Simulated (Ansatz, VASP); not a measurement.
# One calculation of Cr, two programs

```
Cr
1.0
     2.90209    0.00000    0.00000
     0.00000    2.90209    0.00000
     0.00000    0.00000    2.90209
Cr
2
Direct
  0.00000 0.00000 0.00000
  0.50000 0.50000 0.50000
```

Alike in both runs: functional BLYP; k mesh 11 × 11 × 11; occupations fermi-dirac, width 0.05 eV; collinear spin.

Ansatz relaxed the structure, and its values are those at the end. VASP's run is a single point on that final structure, the one shown.

|  | VASP | Ansatz |
| --- | --- | --- |
| version | VASP 6.6.1 | Ansatz 0.2.0 |
| potentials or method | VASP PAW PBE potentials, release 64 (Cr_pv), cutoff 520 eV | plane waves (420 eV) with PAW, scalar-relativistic |
| valence electrons in the cell | 24 | 28 |

|  | VASP | Ansatz | Ansatz less VASP |
| --- | --- | --- | --- |
| pressure (GPa) | 0.2 | 0.0 | -0.15 |
| net moment per atom (μB) | 0.00 | 0.00 | 0.000 |
| size of the moment on the site where the two differ most (μB) | 1.24 | 1.15 | -0.088 |

VASP's potentials were made for PBE, not for BLYP. Site moments also hang on the region over which each program counts them. VASP's potentials hold 24 valence electrons a cell and Ansatz's 28, so a difference there can come from the potentials and not from the codes.
